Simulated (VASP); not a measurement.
# PbO (Pm-3m) in VASP: settings compared

Aim: see how the results for PbO move with the level of theory and the settings. Levels: r2SCAN, PBE, PBE0. Tasks: relaxation of cell and atoms, single point.

All numbers are computed with VASP 6.6.1; they aren't measurements. Logs are shortened: lines on timing, memory, paths and dates and some standing lists are left out, and cuts for length are marked.

**1. The cell of the first run**

It takes space group Pm-3m (No. 221, cubic). The conventional cell has a = 3.215 Å, b = 3.215 Å, c = 3.215 Å, α = 90.00°, β = 90.00°, γ = 90.00°. Within 3.7 Å of Pb (site symmetry m-3m) lie 8 O at 2.78 Å and 6 Pb at 3.21 Å. O (site symmetry m-3m) has 8 Pb at 2.78 Å and 6 O at 3.21 Å within 3.7 Å.

**2. Relaxation of cell and atoms, r2SCAN**

The input, POSCAR:

```
PbO
1.0
    3.2148279984      0.0000000000      0.0000000000
    0.0000000000      3.2148279984      0.0000000000
    0.0000000000      0.0000000000      3.2148279984
Pb O
1 1
Direct
    0.0000000000      0.0000000000      0.0000000000
    0.5000000000      0.5000000000      0.5000000000
```

The input, INCAR.step1:

```
SYSTEM = PbO
PREC = Accurate ; ENCUT = 600
ISMEAR = -1 ; SIGMA = 0.02
LREAL = .False. ; LASPH = .True.
NELM = 80 ; GGA = PE
ALGO = Normal ; EDIFF = 1E-4
LWAVE = .True. ; LCHARG = .False.
```

The input, INCAR.step2:

```
SYSTEM = PbO
PREC = Accurate ; ENCUT = 600
EDIFF = 1E-6 ; ISMEAR = -1
SIGMA = 0.02 ; LREAL = .False.
LASPH = .True. ; NELM = 80
ALGO = Normal ; ISIF = 3
LWAVE = .False. ; LCHARG = .False.
METAGGA = R2SCAN ; LMIXTAU = .True.
IBRION = 2 ; NSW = 80
EDIFFG = -0.005 ; ISTART = 1
```

The input, KPOINTS:

```
Automatic mesh
0
Gamma
  8 8 8
  0 0 0
```

Potentials or basis: VASP PAW PBE potentials, release 64 (Pb_d, O).

On the command line:

```
cat potpaw_PBE.64/Pb_d/POTCAR potpaw_PBE.64/O/POTCAR > POTCAR
cp INCAR.step1 INCAR
mpirun -np 1 vasp_std > vasp.out
cp INCAR.step2 INCAR
mpirun -np 1 vasp_std > vasp.out
```

OUTCAR:

```text
SYSTEM = PbO
   PREC = Accurate
   ENCUT = 600
   EDIFF = 1E-6
   ISMEAR = -1
   LREAL = .False.
   LASPH = .True.
   NELM = 80
   ISIF = 3
   METAGGA = R2SCAN
   IBRION = 2
   NSW = 80
   EDIFFG = -0.005
   ISTART = 1

 ion  position               nearest neighbor table
   1  0.000  0.000  0.000-   2 2.78   2 2.78   2 2.78   2 2.78   2 2.78   2 2.78   2 2.78   2 2.78

   2  0.500  0.500  0.500-   1 2.78   1 2.78   1 2.78   1 2.78   1 2.78   1 2.78   1 2.78   1 2.78

  LATTYP: Found a simple cubic cell.
 ALAT       =     3.2148279984

  Lattice vectors:

 A1 = (   3.2148279984,   0.0000000000,   0.0000000000)
 A2 = (   0.0000000000,   3.2148279984,   0.0000000000)
 A3 = (   0.0000000000,   0.0000000000,   3.2148279984)

Analysis of symmetry for initial positions (statically):
=====================================================================
 Subroutine PRICEL returns:
 Original cell was already a primitive cell.

 Routine SETGRP: Setting up the symmetry group for a
 simple cubic supercell.

 Subroutine GETGRP returns: Found 48 space group operations
 (whereof 48 operations were pure point group operations)
 out of a pool of 48 trial point group operations.

The static configuration has the point symmetry O_h .

Analysis of symmetry for dynamics (positions and initial velocities):
=====================================================================
 Subroutine PRICEL returns:
 Original cell was already a primitive cell.

 Routine SETGRP: Setting up the symmetry group for a
 simple cubic supercell.

 Subroutine GETGRP returns: Found 48 space group operations
 (whereof 48 operations were pure point group operations)
 out of a pool of 48 trial point group operations.

The dynamic configuration has the point symmetry O_h .

 Subroutine INISYM returns: Found 48 space group operations
 (whereof 48 operations are pure point group operations),
 and found     1 'primitive' translations

----------------------------------------------------------------------------------------

                                     Primitive cell

  volume of cell :      33.2256

  direct lattice vectors                    reciprocal lattice vectors
     3.214827998  0.000000000  0.000000000     0.311058632  0.000000000  0.000000000
     0.000000000  3.214827998  0.000000000     0.000000000  0.311058632  0.000000000
     0.000000000  0.000000000  3.214827998     0.000000000  0.000000000  0.311058632

  length of vectors
     3.214827998  3.214827998  3.214827998     0.311058632  0.311058632  0.311058632

  position of ions in fractional coordinates (direct lattice)
     0.000000000  0.000000000  0.000000000
     0.500000000  0.500000000  0.500000000

  ion indices of the primitive-cell ions
   primitive index   ion index
                 1           1
                 2           2

----------------------------------------------------------------------------------------

 KPOINTS: Automatic mesh

Automatic generation of k-mesh.
 Grid dimensions read from file:
 generate k-points for:    8    8    8

 Generating k-lattice:

  Cartesian coordinates                     Fractional coordinates (reciprocal lattice)
     0.038882329  0.000000000  0.000000000     0.125000000  0.000000000  0.000000000
     0.000000000  0.038882329  0.000000000     0.000000000  0.125000000  0.000000000
     0.000000000  0.000000000  0.038882329     0.000000000  0.000000000  0.125000000

  Length of vectors
     0.038882329  0.038882329  0.038882329

  Shift w.r.t. Gamma in fractional coordinates (k-lattice)
     0.000000000  0.000000000  0.000000000

 Subroutine IBZKPT returns following result:
 ===========================================

 Found     35 irreducible k-points:

 Following reciprocal coordinates:
            Coordinates               Weight
  0.000000  0.000000  0.000000      1.000000
  0.125000  0.000000  0.000000      6.000000
  0.250000  0.000000  0.000000      6.000000
  0.375000  0.000000  0.000000      6.000000
  0.500000  0.000000  0.000000      3.000000
  0.125000  0.125000  0.000000     12.000000
[... 16 lines left out ...]
  0.375000  0.375000  0.125000     24.000000
  0.500000  0.375000  0.125000     24.000000
 [... further k-points ...]
   k-points           NKPTS =     35   k-points in BZ     NKDIM =     35   number of bands    NBANDS=     14
   number of dos      NEDOS =    301   number of ions     NIONS =      2
   total plane-waves  NPLWV =  21952
   dimension x,y,z NGX =    28 NGY =   28 NGZ =   28
   dimension x,y,z NGXF=    56 NGYF=   56 NGZF=   56
   ions per type =               1   1
   NGX,Y,Z   is equivalent  to a cutoff of  14.48, 14.48, 14.48 a.u.
   NGXF,Y,Z  is equivalent  to a cutoff of  28.96, 28.96, 28.96 a.u.
 SYSTEM =  PbO
   PREC   = accura    normal or accurate (medium, high low for compatibility)
   ISTART =      1    job   : 0-new  1-cont  2-samecut
   ICHARG =      0    charge: 1-file 2-atom 10-const
   ISPIN  =      1    spin polarized calculation?
   LNONCOLLINEAR =      F non collinear calculations
   LSORBIT =      F    spin-orbit coupling
   LASPH  =      T    aspherical Exc in radial PAW
   ENCUT  =  600.0 eV  44.10 Ry    6.64 a.u.   6.42  6.42  6.42*2*pi/ulx,y,z
   NELM   =     80;   NELMIN=  2; NELMDL=  0     # of ELM steps
   EDIFF  = 0.1E-05   stopping-criterion for ELM
   LREAL  =      F    real-space projection
   EDIFFG = -.5E-02   stopping-criterion for IOM
   NSW    =     80    number of steps for IOM
   IBRION =      2    ionic relax: 0-MD 1-quasi-New 2-CG
   NFREE  =      1    steps in history (QN), initial steepest desc. (CG)
   ISIF   =      3    stress and relaxation
   ISYM   =      2    0-nonsym 1-usesym 2-fastsym
   POTIM  = 0.5000    time-step for ionic-motion
   TEBEG  =    0.0;   TEEND  =   0.0 temperature during run
   PSTRESS=    0.0 pullay stress
   NELECT =      20.0000    total number of electrons
   NUPDOWN=      -1.0000    fix difference up-down
   EMIN   =  10.00;   EMAX   =-10.00  energy-range for DOS
   EFERMI =   0.00;   METHOD = LEGACY
   ISMEAR =    -1;   SIGMA  =   0.02  broadening in eV -4-tet -1-fermi 0-gaus
   EFERMI_NEDOS =   21; number of points for ismear=-14 and -15
   IALGO  =     38    algorithm
   IMIX   =      4    mixing-type and parameters
     AMIX     =   0.40;   BMIX     =  1.00
     AMIX_MAG =   1.60;   BMIX_MAG =  1.00
  volume/ion in A,a.u.               =      16.61       112.11
  Fermi-wavevector in a.u.,A,eV,Ry     =   1.382273  2.612117 25.996353  1.910678
  Thomas-Fermi vector in A             =   2.506979
   LORBIT       =      0    0 simple, 1 ext, 2 COOP (PROOUT), +10 PAW based schemes
   METAGGA = R2SCAN    functional components
   LHFCALC =     F    Hartree Fock is set to
   AEXX    =    0.0000 exact exchange contribution
   IVDW    =     0    specifies the selected vdW correction
   LEPSILON=     F    determine dielectric tensor
   LRPA    =     F    only Hartree local field effects (RPA)
 conjugate gradient relaxation of ions
 non-spin polarized calculation
  energy-cutoff  :      600.00
  volume of cell :       33.23
 maximum number of plane-waves:      1141
 NGX is ok and might be reduce to    28
   NGX = 13   NGY = 13   NGZ = 13

--------------------------------------- Ionic step        1  -------------------------------------------

 number of electron      19.9999999 magnetization

 Free energy of the ion-electron system (eV)
  ---------------------------------------------------
  ext. energy  EPLUGINS =         0.00000000
  ---------------------------------------------------
  free energy    TOTEN  =       -63.65654558 eV

  energy without entropy =      -63.65654500  energy(sigma->0) =      -63.65654529

------------------------ aborting loop because EDIFF is reached ----------------------------------------

  FORCE on cell =-STRESS in cart. coord.  units (eV):
  Direction    XX          YY          ZZ          XY          YZ          ZX
  --------------------------------------------------------------------------------------
  -------------------------------------------------------------------------------------
  Total       -0.6517946     -0.6517946     -0.6517946     -0.0000000      0.0000000     -0.0000000
  in kB      -31.4302694    -31.4302694    -31.4302694     -0.0000000      0.0000000     -0.0000000
  external PRESSURE =     -31.4302694 kB  Pullay stress =       0.0000000 kB
[... 57 lines left out ...]
  energy  without entropy=      -63.6641670065  energy(sigma->0) =      -63.66416716

--------------------------------------- Ionic step        3  -------------------------------------------

 number of electron      19.9999999 magnetization

 Free energy of the ion-electron system (eV)
  ---------------------------------------------------
  ext. energy  EPLUGINS =         0.00000000
  ---------------------------------------------------
  free energy    TOTEN  =       -63.66696530 eV

  energy without entropy =      -63.66696491  energy(sigma->0) =      -63.66696510

 E-fermi :   7.1963     XC(G=0): -11.9375

 val. band max:        6.9776277961   @ k =   0.5000   0.1250   0.0000
 cond. band min:       7.3868071480   @ k =   0.5000   0.0000   0.0000
 fundamental gap:      0.4091793519
 Fermi energy:         7.1962793159

 k-point     1 :       0.0000    0.0000    0.0000
  band No.  band energies     occupation
      1     -11.1970      2.00000
      2     -10.4684      2.00000
      3     -10.4684      2.00000
      4      -9.7579      2.00000
      5      -9.7579      2.00000
      6      -9.7579      2.00000
      7      -1.4986      2.00000
      8       5.1679      2.00000
      9       5.1679      2.00000
     10       5.1679      2.00000
     11      16.2129      0.00000
     12      16.2129      0.00000
     13      16.2129      0.00000
     14      17.5206      0.00000
[... 375 lines left out ...]
 k-point    24 :       0.5000    0.3750    0.1250
  band No.  band energies     occupation
      1     -11.0170      2.00000
      2     -10.1444      2.00000
      3      -9.9642      2.00000
      4      -9.9259      2.00000
      5      -9.6792      2.00000
      6      -9.1679      2.00000
      7       0.1005      2.00000
      8       2.9208      2.00000
      9       4.0417      2.00000
     10       5.7434      2.00000
     11      10.6078      0.00000
     12      11.2130      0.00000
     13      15.8365      0.00000
     14      18.6147      0.00000

 [... further k-points ...]

------------------------ aborting loop because EDIFF is reached ----------------------------------------

  FORCE on cell =-STRESS in cart. coord.  units (eV):
  Direction    XX          YY          ZZ          XY          YZ          ZX
  --------------------------------------------------------------------------------------
  -------------------------------------------------------------------------------------
  Total        0.0028078      0.0028078      0.0028078      0.0000000     -0.0000000      0.0000000
  in kB        0.1397294      0.1397294      0.1397294      0.0000000     -0.0000000      0.0000000
  external PRESSURE =       0.1397294 kB  Pullay stress =       0.0000000 kB
[... 17 lines left out ...]
  FREE ENERGIE OF THE ION-ELECTRON SYSTEM (eV)
  ---------------------------------------------------
  free  energy   TOTEN  =       -63.6669652958 eV

  energy  without entropy=      -63.6669649112  energy(sigma->0) =      -63.66696510

 reached required accuracy - stopping structural energy minimisation
```

Wall time 2.7 min (1 thread of Intel Xeon 6975P-C, shared host); peak memory 0.19 GiB.

Results:

| Item | Value |
| --- | --- |
| Free energy | -63.6670 eV |
| Relaxed volume | 16.10 Å³/atom |
| Relaxed cell | a = 3.181 Å, b = 3.181 Å, c = 3.181 Å, α = 90.00°, β = 90.00°, γ = 90.00° |
| Space group after relaxing (to 0.05 Å) | Pm-3m (No. 221) |
| Energy gained by relaxing | 5.2 meV/atom |
| Ionic steps | 3 |
| Pressure after relaxing | 0.0 GPa |
| Band gap on the k mesh | 0.41 eV, indirect (least direct gap 0.46 eV) |

The path:
```tsv
step	energy change (eV)	largest force (eV/Å)	pressure (GPa)	volume (Å³)
1	0.0000	0.0000	-3.14	33.23
2	-0.0076	0.0000	1.79	31.68
3	-0.0104	0.0000	0.01	32.19
```

Final structure:
```yaml
crystal:
  lattice:
    - [3.18122, 0.00000, 0.00000]
    - [0.00000, 3.18122, 0.00000]
    - [0.00000, 0.00000, 3.18122]
  atoms:
    - { symbol: Pb, position: [0.00000, 0.00000, 0.00000] }
    - { symbol: O, position: [0.50000, 0.50000, 0.50000] }
```

Caveat: the PAW data sets were made with another functional, which shifts forces and pressure a little; spin-orbit coupling is left out, which moves the levels of the heavy elements. r2SCAN opens gaps a little over a GGA but as a rule still falls short of measured ones.

**3. Single point, PBE, non-collinear spin, zero start, spin-orbit coupling**

This run uses another cell than the first one, of 16.07 Å³/atom, 0.967 times its volume.

The input, INCAR:

```
SYSTEM = PbO
PREC = Accurate
ENCUT = 520
EDIFF = 1E-6
ISMEAR = -1
SIGMA = 0.02
LREAL = .False.
LASPH = .True.
NELM = 150
ALGO = Normal
ISIF = 2
LWAVE = .False.
LCHARG = .False.
MAGMOM = 0 0 0 0 0 0
LORBIT = 11
LSORBIT = .True.
GGA_COMPAT = .False.
LORBMOM = .True.
GGA = PE
NBANDS = 32
```

The input, KPOINTS:

```
regular mesh
0
Gamma
  8 8 8
  0 0 0
```

The input, POSCAR:

```
PbO
1.0
    3.1793716483      0.0000000000      0.0000000000
    0.0000000000      3.1793716483      0.0000000000
    0.0000000000      0.0000000000      3.1793716483
Pb O
1 1
Direct
    0.0000000000      0.0000000000      0.0000000000
    0.5000000000      0.5000000000      0.5000000000
```

Potentials or basis: VASP PAW PBE potentials, release 64 (Pb_d, O).

On the command line:

```
cat potpaw_PBE.64/Pb_d/POTCAR potpaw_PBE.64/O/POTCAR > POTCAR
mpirun -np 1 vasp_ncl > vasp.out
```

It took 48 s on 1 thread of Intel Xeon 6975P-C, shared host; peak memory 0.23 GiB.

It converged, with:

* Free energy: -10.0964 eV
* Pressure: 3.2 GPa
* Net moment: 0.00 μB per cell
* Valence electrons inside the program's atomic spheres: Pb 11.85; O 4.86

Moments on the atoms (μB; x, y, z):
```
Pb  0.00 0.00 0.00
O   0.00 0.00 0.00
```

**4. Single point, PBE0**

This run uses another cell than the first one, of 16.07 Å³/atom, 0.967 times its volume.

POSCAR is that of step 3.

The input, INCAR.step1:

```
PREC = Accurate ; ENCUT = 520
EDIFF = 1E-5 ; ISMEAR = -1
SIGMA = 0.02 ; LREAL = F
LASPH = T ; NELM = 100
ALGO = Normal ; ISIF = 2
LWAVE = T ; GGA = PE
NBANDS = 17
```

The input, INCAR.step2:

```
PREC = Accurate ; ENCUT = 520
EDIFF = 1E-6 ; ISMEAR = -1
SIGMA = 0.02 ; LREAL = F
LASPH = T ; NELM = 100
ALGO = Normal ; ISIF = 2
LWAVE = F ; LCHARG = T
GGA = PE ; LHFCALC = T
AEXX = 0.25 ; PRECFOCK = Normal
LELF = T ; LVHAR = T
ISTART = 1 ; NBANDS = 17
```

The input, KPOINTS:

```
regular mesh
0
Gamma
  6 6 6
```

On the command line:

```
cat potpaw_PBE.64/Pb_d/POTCAR potpaw_PBE.64/O/POTCAR > POTCAR
cp INCAR.step1 INCAR
mpirun -np 1 vasp_std > vasp.out
cp INCAR.step2 INCAR
mpirun -np 1 vasp_std > vasp.out
```

Wall time 25 min (1 thread of Intel Xeon 6975P-C (Granite Rapids), shared host); peak memory 0.16 GiB.

It converged, with:

```
Free energy            : -13.0603 eV
Pressure               : -0.9 GPa
Band gap on the k mesh : 0.68 eV, direct
```

Levels at points of the mesh, in eV from the valence-band top:
```
           k point  band 8  band 9  band 10  band 11  band 12  band 13
(0.00, 0.00, 0.00)   -2.54   -2.54    -2.54    10.51    10.51    10.51
(0.50, 0.00, 0.00)   -1.61   -1.61     0.00     0.68     9.49     9.49
(0.50, 0.50, 0.00)   -5.51   -5.51    -1.63     5.47     5.47    11.41
(0.50, 0.50, 0.50)   -3.02   -3.02    -3.02     1.85     1.85     1.85
```

Caveat: the PAW data sets were made with another functional, which shifts forces and pressure a little; spin-orbit coupling is left out, which moves the levels of the heavy elements. A k mesh can miss the band edges.

**5. Overview**

| task | level | spin | cell | k mesh | cutoff (eV) | grid for exact exchange (PRECFOCK) | gap on the mesh (eV) | pressure (GPa) |
| --- | --- | --- | --- | --- | --- | --- | --- | --- |
| relaxation of cell and atoms | r2SCAN | off | relaxed from a = 3.215 Å, 2 atoms | 8 × 8 × 8 | 600 | - | 0.41 | 0.0 |
| single point | PBE | non-collinear, zero start, SOC | a = 3.179 Å, 2 atoms | 8 × 8 × 8 | 520 | - | - | 3.2 |
| single point | PBE0 | off | a = 3.179 Å, 2 atoms | 6 × 6 × 6 | 520 | Normal | 0.68 | -0.9 |

Alike in all rows: potentials or basis VASP PAW PBE potentials, release 64 (Pb_d, O); smearing fermi-dirac 0.02 eV.

Caveats: the PAW data sets were made with another functional, which shifts forces and pressure a little (some runs); spin-orbit coupling is left out, which moves the levels of the heavy elements (some runs).

Total energies depend on the potentials used, so only differences within one code and one set of settings carry meaning.
